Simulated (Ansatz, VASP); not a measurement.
## One calculation of Hf, two programs

INCAR

```
  ALGO = Fast
  EDIFF = 1E-6
  EDIFFG = -0.01
  ENCUT = 600
  GGA = PS
  IBRION = 2
  ISIF = 3
  ISMEAR = 0
  LASPH = True
  LCHARG = False
  LREAL = False
  LWAVE = False
  NELM = 100
  NSW = 80
  PREC = Accurate
  SIGMA = 0.1
```

KPOINTS

```
k-points
0
Gamma
  12 12 8
```

POSCAR

```
Hf
1.0
    4.9706213957      0.0000000000      0.0000000000
   -2.4853106979      4.3046844012      0.0000000000
    0.0000000000      0.0000000000      5.5043195648
Hf
4
Direct
    0.6666666667      0.3333333333     -0.0001213982
    0.3333333333      0.6666666667      0.4998786018
    0.6666666667      0.3333333333      0.5001213982
    0.3333333333      0.6666666667      1.0001213982
```

Input for Ansatz:

```yaml
crystal:
  lattice:
    - [4.9706213957, 0.0, 0.0]
    - [-2.4853106979, 4.3046844012, 0.0]
    - [0.0, 0.0, 5.5043195648]
  atoms:
    - { symbol: Hf, position: [0.6666666667, 0.3333333333, -0.0001213982] }
    - { symbol: Hf, position: [0.3333333333, 0.6666666667, 0.4998786018] }
    - { symbol: Hf, position: [0.6666666667, 0.3333333333, 0.5001213982] }
    - { symbol: Hf, position: [0.3333333333, 0.6666666667, 1.0001213982] }
basis:
  ecutwfc: 420
kpoints:
  mp_grid: { grid: [12, 12, 8] }
hamiltonian:
  xc: pbesol
scf:
  occupations: { method: gaussian, width: 0.1 }
output:
  forces: true
  stress: true
  eigenvalues: true
relax:
  adjacent_minimum: "off"
  f_tol: 0.01
  max_steps: 60
  cell: { stress_tol: 0.1 }
```

Alike in both runs: task relaxation of cell and atoms; functional PBEsol; k mesh 12 × 12 × 8; occupations gaussian, width 0.1 eV; no spin polarisation.

```csv
,VASP,Ansatz
version,VASP 6.6.1,Ansatz 0.2.0
potentials or method,"VASP PAW PBE potentials, release 64 (Hf_pv), cutoff 600 eV","scalar-relativistic, plane waves, PAW"
valence electrons in the cell,40,104
```

Ansatz gave:

| Quantity | Value |
| --- | --- |
| gap on the k mesh at the Fermi level, each at its own relaxed structure (eV) | none |
| relaxed volume (Å³/atom) | 29.50 |
| relaxed cell length with the largest relative difference (Å) | 4.983 |

Q: Which values does VASP return?

A: gap on the k mesh at the Fermi level, each at its own relaxed structure (eV): none; relaxed volume (Å³/atom): 29.30; relaxed cell length with the largest relative difference (Å): 4.970.

VASP's potentials were made for PBE, not for PBEsol. A gap of «none» marks a metal or a gap that the smearing closes. VASP's potentials hold 40 valence electrons a cell and Ansatz's 104, so a difference there can come from the potentials and not from the codes.

Spin-orbit coupling is off throughout.
